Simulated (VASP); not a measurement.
The system is Nb.

```
Nb
1.0
    -1.66395    1.66395    1.66395
     1.66395   -1.66395    1.66395
     1.66395    1.66395   -1.66395
Nb
1
Direct
  0.00000 0.00000 0.00000
```

Base run:

* Program: VASP 6.6.1
* Functional: PBE
* Potentials or basis: VASP PAW PBE potentials, release 64 (Nb_sv)
* Cutoff: 500 eV
* k mesh: 11 × 11 × 11
* Occupations: gaussian, width 0.018 eV
* Spin: no spin polarisation

Its results: band gap on the k mesh zero (an odd number of electrons rules out a gap without spin polarisation); pressure -2.1 GPa.

Task: The run is repeated on the same cell with these changes: k mesh from 11 × 11 × 11 to 4 × 4 × 4; occupations from gaussian, width 0.018 eV to fermi-dirac, width 0.02 eV. What comes out?

Result: Band gap on the k mesh zero (an odd number of electrons rules out a gap without spin polarisation); pressure 0.3 GPa.

Caveats: some runs use coarse meshes.
